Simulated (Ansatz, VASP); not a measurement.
Two plane-wave programs on Ti

Contents of INCAR:

```
SYSTEM = Ti
  ALGO = Normal
  EDIFF = 1E-6
  ENCUT = 500
  GGA = PE
  GGA_COMPAT = .FALSE.
  ISIF = 2
  ISMEAR = 0
  LASPH = .TRUE.
  LCHARG = .TRUE.
  LELF = .TRUE.
  LREAL = .FALSE.
  LVHAR = .TRUE.
  LWAVE = .FALSE.
  NBANDS = 25
  NELM = 120
  PREC = Accurate
  SIGMA = 0.15
```

The input KPOINTS:

```
k-points
0
G
  12 12 14
  0 0 0
```

The input POSCAR:

```
Ti
1.0
    4.6555697300      0.0000000000      0.0000000000
   -2.3277848650      4.0318416553      0.0000000000
    0.0000000000      0.0000000000      2.8790519830
Ti
3
Direct
    0.0000000000      0.0000000000      0.0000000000
    0.3333333333      0.6666666667      0.5000000000
    0.6666666667      0.3333333333      0.5000000000
```

Input for Ansatz:

```yaml
crystal:
  lattice:
    - [4.65556973, 0.0, 0.0]
    - [-2.327784865, 4.0318416553, 0.0]
    - [0.0, 0.0, 2.879051983]
  atoms:
    - { symbol: Ti, position: [0.0, 0.0, 0.0] }
    - { symbol: Ti, position: [0.3333333333, 0.6666666667, 0.5] }
    - { symbol: Ti, position: [0.6666666667, 0.3333333333, 0.5] }
basis:
  ecutwfc: 520.0
kpoints:
  mp_grid: { grid: [12, 12, 14] }
hamiltonian:
  xc: pbe
  pseudopotentials: { kind: paw, azcp: { folder: soft_1 } }
scf:
  occupations: { method: gaussian, width: 0.15 }
output:
  forces: true
  stress: true
  eigenvalues: true
```

Change from the starting cell: mode 6 frozen in at +0.000 Å, equal normal strain along x, y and z +0.0167.

Alike in both runs: task single point; functional PBE; k mesh 12 × 12 × 14; occupations gaussian, width 0.15 eV; no spin polarisation.

```csv
,VASP,Ansatz
version,VASP 6.6.1,Ansatz 0.2.0
potentials or method,"VASP PAW PBE potentials, release 64 (Ti_sv), cutoff 500 eV","scalar-relativistic, plane waves, PAW"
valence electrons in the cell,36,36
```

```tsv
	VASP	Ansatz	Ansatz less VASP
gap on the k mesh at the Fermi level (eV)	none	none	-
pressure (GPa)	-5.3	-5.1	+0.16
traceless stress, the component that is largest in VASP (GPa)	-0.15	-0.16	-0.006
```

A gap of «none» marks a metal or a gap that the smearing closes.
